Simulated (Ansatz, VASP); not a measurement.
## One calculation of Pb, two programs

The input INCAR:

```
SYSTEM = Pb
PREC = Accurate
ENCUT = 500
EDIFF = 1E-6
ISMEAR = 0
SIGMA = 0.05
LREAL = .False.
LASPH = .True.
NELM = 120
ALGO = Normal
ISIF = 2
LWAVE = .False.
LCHARG = .True.
GGA = PE
LELF = .True.
LVHAR = .True.
NBANDS = 13
GGA_COMPAT = .False.
```

KPOINTS

```
Automatic mesh
0
Gamma
  16 16 16
  0 0 0
```

POSCAR

```
Pb
1.0
   -1.9741521247      1.9741521247      1.9741521247
    1.9741521247     -1.9741521247      1.9741521247
    1.9741521247      1.9741521247     -1.9741521247
Pb
1
Direct
    0.0000000000      0.0000000000      0.0000000000
```

Input for Ansatz:

```yaml
crystal:
  lattice:
    - [-1.9741521247, 1.9741521247, 1.9741521247]
    - [1.9741521247, -1.9741521247, 1.9741521247]
    - [1.9741521247, 1.9741521247, -1.9741521247]
  atoms:
    - { symbol: Pb, position: [0.0, 0.0, 0.0] }
basis:
  ecutwfc: 600
  ecutrho_ratio: 5
kpoints:
  mp_grid: { grid: [16, 16, 16] }
hamiltonian:
  xc: pbe
scf:
  occupations: { method: gaussian, width: 0.05 }
output:
  forces: true
  stress: true
  eigenvalues: true
```

Alike in both runs: task single point; functional PBE; k mesh 16 × 16 × 16; occupations gaussian, width 0.05 eV; no spin polarisation.

|  | VASP | Ansatz |
| --- | --- | --- |
| version | VASP 6.6.1 | Ansatz 0.2.0 |
| potentials or method | VASP PAW PBE potentials, release 64 (Pb_d), cutoff 500 eV | scalar-relativistic, plane waves, PAW |
| valence electrons in the cell | 14 | 14 |

|  | VASP | Ansatz | Ansatz less VASP |
| --- | --- | --- | --- |
| gap on the k mesh at the Fermi level (eV) | none | none | - |
| pressure (GPa) | 1.5 | 1.5 | +0.04 |

A gap of «none» marks a metal or a gap that the smearing closes.

Neither program's run includes spin-orbit coupling.
